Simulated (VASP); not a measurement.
Here is a VASP 6.6.1 calculation.

INCAR

```
ALGO = Normal
EDIFF = 1E-6
ENCUT = 520
GGA = PE
ISIF = 2
ISMEAR = 0
LASPH = True
LCHARG = False
LREAL = False
LWAVE = False
NBANDS = 18
NELM = 80
PREC = Accurate
SIGMA = 0.05
```

Contents of KPOINTS:

```
k-points
0
Gamma
  12 12 8
```

POSCAR

```
P
1.0
    1.5416223000     -5.2366669000     -0.0314324000
    1.5785823000      5.2483181000      0.0046876000
   -0.0353904000      0.0150672000      4.2781650000
P
4
Direct
    0.0874487009      0.8596087009      0.9224794521
    0.6319262955      0.4163758193      0.6262123288
    0.8272853460      0.0379291555      0.0689885845
    0.4533387052      0.6860872767      0.3823196347
```

Potentials or basis: VASP PAW PBE potentials, release 64 (P).

Launch:

```sh
$ cat potpaw_PBE.64/P/POTCAR > POTCAR
$ mpirun -np 1 vasp_std > vasp.out
```

(1) What does it give for the largest force?

(2) Predict the pressure.

(3) Predict the band gap on the k mesh.

Answers

(1) 11.388 eV/Å.

(2) 26.8 GPa.

(3) zero (band 10 reaches 7.64 eV, above the bottom of band 11 at 6.36 eV).

Caveat: the cell differs from its parent crystal (atoms moved at random and the cell strained at random); forces of over 1 eV/Å act on the atoms, so gaps and moduli don't describe the material at rest.
